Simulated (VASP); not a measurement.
**Ho3N: single point with PBE**

Crystal: Ho3N.

```
Ho N
1.0
    -2.85079    2.85079    2.85079
     2.85079   -2.85079    2.85079
     2.85079    2.85079   -2.85079
Ho N
3 1
Direct
  0.00000 0.50000 0.50000
  0.50000 0.00000 0.50000
  0.50000 0.50000 0.00000
  0.00000 0.00000 0.00000
```

The cell was built from a structure type or drawn by symmetry, and may not be a known phase.

```yaml
Program: VASP 6.6.1
Task: single point
Functional: PBE
Potentials_or_basis: VASP PAW PBE potentials, release 64 (Ho_3, N), 4f in core
Cutoff: 600 eV
k_mesh: 5 × 5 × 5
Occupations: gaussian, width 0.2 eV
Spin: no spin polarisation
Dipole_correction: no
Mended: yes
Further_INCAR_settings: ALGO = Normal; EDIFF = 1e-06; NBANDS = 24
```

```
Pressure               : 0.4 GPa
Band gap on the k mesh : zero (bands 16 and 17 overlap by 1.97 eV)
```

Levels at points of the mesh, in eV from the Fermi level:
| k point | band 12 | band 13 | band 14 | band 15 | band 16 | band 17 | band 18 | band 19 | band 20 | band 21 |
| --- | --- | --- | --- | --- | --- | --- | --- | --- | --- | --- |
| (0.00, 0.00, 0.00) | -1.97 | -1.97 | -1.97 | -1.28 | -1.28 | -1.28 | -0.70 | -0.70 | 3.33 | 5.09 |

Run time: 33 s on 1 thread of Intel(R) Xeon(R) Platinum 8259CL CPU @ 2.50GHz (Skylake/Cascade Lake) (shared host), peak memory 0.24 GiB.

Caveat: spin-orbit coupling is left out, which moves the levels of the heavy elements; the 4f electrons are frozen in the core, so they carry no moment and show no levels; the run has no spin polarisation, though such a crystal can be magnetic. Spin polarisation is off, so any magnetic state and its effect on volume and gap are missing.
